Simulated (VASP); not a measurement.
Runs of VASP 6.6.1 on B5Pt. The structure is that of space group P-62m (No. 189), or close to it. The cells are those of the table. 

```tsv
task	cell	k mesh	cutoff (eV)	gap on the mesh (eV)	pressure (GPa)	relaxed volume (Å³/atom)	largest force (eV/Å)
relaxation of cell and atoms	relaxed from a = 4.378, b = 4.378, c = 4.023 Å, angles 90.0, 90.0, 120.0°, 6 atoms	6 × 6 × 4	600	none	0.1	8.79	0.01
single point	a = 5.054, b = 5.054, c = 2.389 Å, angles 90.0, 90.0, 120.0°, 6 atoms	6 × 6 × 4	520	none	0.0	-	0.01
relaxation of cell and atoms	relaxed from a = 5.054, b = 5.054, c = 2.389 Å, angles 90.0, 90.0, 120.0°, 6 atoms	6 × 6 × 8	600	none	0.0	8.93	0.01
single point	a = 5.136, b = 5.136, c = 2.345 Å, angles 90.0, 90.0, 120.0°, 6 atoms	6 × 6 × 8	520	none	-0.1	-	0.01
relaxation of cell and atoms	relaxed from a = 5.136, b = 5.136, c = 2.345 Å, angles 90.0, 90.0, 120.0°, 6 atoms	12 × 12 × 16	600	none	0.1	8.95	0.01
single point	a = 5.141, b = 5.141, c = 2.347 Å, angles 90.0, 90.0, 120.0°, 6 atoms	12 × 12 × 16	520	none	(b)	-	-
single point	a = 4.378, b = 4.378, c = 4.023 Å, angles 90.0, 90.0, 120.0°, 6 atoms	6 × 6 × 4	520	none	(a)	-	0.02
```

Alike in all rows: level PBE; potentials or basis VASP PAW PBE potentials, release 64 (B, Pt); no spin polarisation; smearing gaussian 0.1 eV.

Question: Fill in the values left out.

Answer: (a) -30.7; (b) -0.2.

Caveats: some runs use coarse meshes; spin-orbit coupling is left out, which moves the levels of the heavy elements; the volume moved by over 15 % at a fixed basis, so the end points are rough (some runs).

A k mesh can miss the band edges, and the runs leave out spin-orbit coupling on Pt.

A gap of «none» marks levels without a gap at the run's occupations.
